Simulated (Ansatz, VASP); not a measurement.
**Sb: VASP beside Ansatz**

Contents of POSCAR:

```
Sb
1.0
   -1.5632911383      1.5632911383      2.6891475275
    1.5632911383     -1.5632911383      2.6891475275
    1.5632911383      1.5632911383     -2.6891475275
Sb
1
Direct
    0.0000000000      0.0000000000      0.0000000000
```

The input INCAR.step1:

```
  ALGO = Normal
  EDIFF = 1E-4
  ENCUT = 520
  GGA = PE
  ISMEAR = -1
  LASPH = True
  LCHARG = False
  LREAL = False
  LWAVE = True
  NBANDS = 8
  NELM = 100
  PREC = Accurate
  SIGMA = 0.1
```

The input INCAR.step2:

```
  ALGO = Normal
  EDIFF = 1E-6
  ENCUT = 520
  ISIF = 2
  ISMEAR = -1
  ISTART = 1
  LASPH = True
  LCHARG = False
  LMIXTAU = True
  LREAL = False
  LWAVE = False
  METAGGA = R2SCAN
  NBANDS = 8
  NELM = 100
  PREC = Accurate
  SIGMA = 0.1
```

KPOINTS

```
k-points
0
Gamma
  13 13 13
```

Input for Ansatz:

```yaml
crystal:
  lattice:
    - [-1.5632911383227743, 1.5632911383227743, 2.6891475275481675]
    - [1.5632911383227743, -1.5632911383227743, 2.6891475275481675]
    - [1.5632911383227743, 1.5632911383227743, -2.6891475275481675]
  atoms:
    - { symbol: Sb, position: [0.0, 0.0, 0.0] }
basis:
  ecutwfc: 600.0
kpoints:
  mp_grid:
    grid: [13, 13, 13]
hamiltonian:
  xc: r2scan
scf:
  occupations:
    method: fermi_dirac
    width: 0.1
output:
  stress: true
```

Alike in both runs: task single point; functional r2SCAN; k mesh 13 × 13 × 13; occupations fermi-dirac, width 0.1 eV; no spin polarisation.

|  | VASP | Ansatz |
| --- | --- | --- |
| version | VASP 6.6.1 | Ansatz 0.2.0 |
| potentials or method | VASP PAW PBE potentials, release 64 (Sb), cutoff 520 eV | plane waves, PAW |
| valence electrons in the cell | 5 | 15 |

VASP gave:

* pressure (GPa): 3.1
* traceless stress, the component that is largest in VASP (GPa): 0.23

Q: What did Ansatz give for the same quantities?

A: Pressure (GPa): 3.2; traceless stress, the component that is largest in VASP (GPa): 0.30.

VASP's potentials were made for PBE, not for r2SCAN. The functional is the same, so the differences come from potentials, cutoffs and numerics. VASP's potentials hold 5 valence electrons a cell and Ansatz's 15, so a difference there can come from the potentials and not from the codes.

Spin-orbit coupling is off throughout.
